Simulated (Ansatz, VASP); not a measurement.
## Two plane-wave programs on Ti

The input POSCAR:

```
Ti
1.0
    3.2517897408      0.0000000000      0.0000000000
    0.0000000000      3.2517897408      0.0000000000
    0.0000000000      0.0000000000      3.2517897408
Ti
2
Direct
    0.0000000000      0.0000000000      0.0000000000
    0.5000000000      0.5000000000      0.5000000000
```

Contents of INCAR.step1:

```
SYSTEM = Ti
PREC = Accurate
ENCUT = 520
ISMEAR = 0
SIGMA = 0.1
LREAL = .False.
LASPH = .True.
NELM = 80
NBANDS = 19
GGA = PE
ALGO = Normal
EDIFF = 1E-4
LWAVE = .True.
LCHARG = .False.
```

File INCAR.step2:

```
SYSTEM = Ti
PREC = Accurate
ENCUT = 520
EDIFF = 1E-7
ISMEAR = 0
SIGMA = 0.1
LREAL = .False.
LASPH = .True.
NELM = 80
ALGO = Normal
ISIF = 2
LWAVE = .False.
LCHARG = .False.
METAGGA = R2SCAN
LMIXTAU = .True.
NBANDS = 19
ISTART = 1
```

Contents of KPOINTS:

```
Automatic mesh
0
Gamma
  16 16 16
  0 0 0
```

Input for Ansatz:

```yaml
crystal:
  lattice:
    - [3.2517897408, 0.0, 0.0]
    - [0.0, 3.2517897408, 0.0]
    - [0.0, 0.0, 3.2517897408]
  atoms:
    - { symbol: Ti, position: [0.0, 0.0, 0.0] }
    - { symbol: Ti, position: [0.5, 0.5, 0.5] }
basis:
  ecutwfc: 500
kpoints:
  mp_grid: { grid: [16, 16, 16] }
hamiltonian:
  xc: r2scan
scf:
  occupations: { method: gaussian, width: 0.1 }
output:
  forces: true
  stress: true
  eigenvalues: true
```

Alike in both runs: task single point; functional r2SCAN; k mesh 16 × 16 × 16; occupations gaussian, width 0.1 eV; no spin polarisation.

```csv
,VASP,Ansatz
version,VASP 6.6.1,Ansatz 0.2.0
potentials or method,"VASP PAW PBE potentials, release 64 (Ti_sv), cutoff 520 eV","scalar-relativistic, plane waves, PAW"
valence electrons in the cell,24,24
```

|  | VASP | Ansatz | Ansatz less VASP |
| --- | --- | --- | --- |
| gap on the k mesh at the Fermi level (eV) | none | none | - |
| pressure (GPa) | 0.4 | 0.0 | -0.41 |

VASP's potentials were made for PBE, not for r2SCAN. A gap of «none» marks a metal or a gap that the smearing closes.
